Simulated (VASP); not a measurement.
Wanted: the native input for a VASP 6.6.1 run.

- Task: single point
- Functional: LDA
- Potentials or basis: VASP PAW LDA potentials, release 64 (Mg)
- Cutoff: 520 eV
- k mesh: 12 × 12 × 12
- Occupations: methfessel-paxton, width 0.1 eV
- Spin: no spin polarisation
- Dipole correction: no
- Further INCAR settings: ALGO = Normal; EDIFF = 1e-07; NBANDS = 9

The structure of Mg lies in POSCAR:

```
Mg
1.0
   -1.6200300000      1.6200300000      5.0401100000
    1.6200300000     -1.6200300000      5.0401100000
    1.6200300000      1.6200300000     -5.0401100000
Mg
2
Direct
    0.6472200000      0.6472200000      0.0000000000
    0.3527800000      0.3527800000      0.0000000000
```

These files were run (other wordings do the same):

INCAR

```
ALGO     = Normal         # electronic algorithm
EDIFF    = 1E-7           # SCF threshold, eV
ENCUT    = 520            # plane-wave cutoff, eV
ISIF     = 2              # what is computed and relaxed
ISMEAR   = 1              # smearing method
LASPH    = T              # aspherical terms in the spheres
LCHARG   = F              # write CHGCAR
LREAL    = F              # projectors in reciprocal space
LWAVE    = F              # write WAVECAR
NBANDS   = 9              # bands
NELM     = 60             # most SCF steps
PREC     = Accurate       # precision mode
SIGMA    = 0.1            # smearing width, eV
```

KPOINTS

```
k-points
0
Gamma
  12 12 12
```

Potentials or basis: VASP PAW LDA potentials, release 64 (Mg).

The run is started by

```console
$ cat potpaw_LDA.64/Mg/POTCAR > POTCAR
$ mpirun -np 1 vasp_std > vasp.out
```

It gave:

```yaml
Pressure: -2.0 GPa
Largest_force: 0.096 eV/Å
Band_gap_on_the_k_mesh: zero (band 2 reaches 3.27 eV, above the bottom of band 3 at 0.22 eV)
```

It took 110 s on 1 thread of Intel(R) Xeon(R) Platinum 8488C (Sapphire Rapids), with other jobs on the host, peak memory 0.24 GiB.
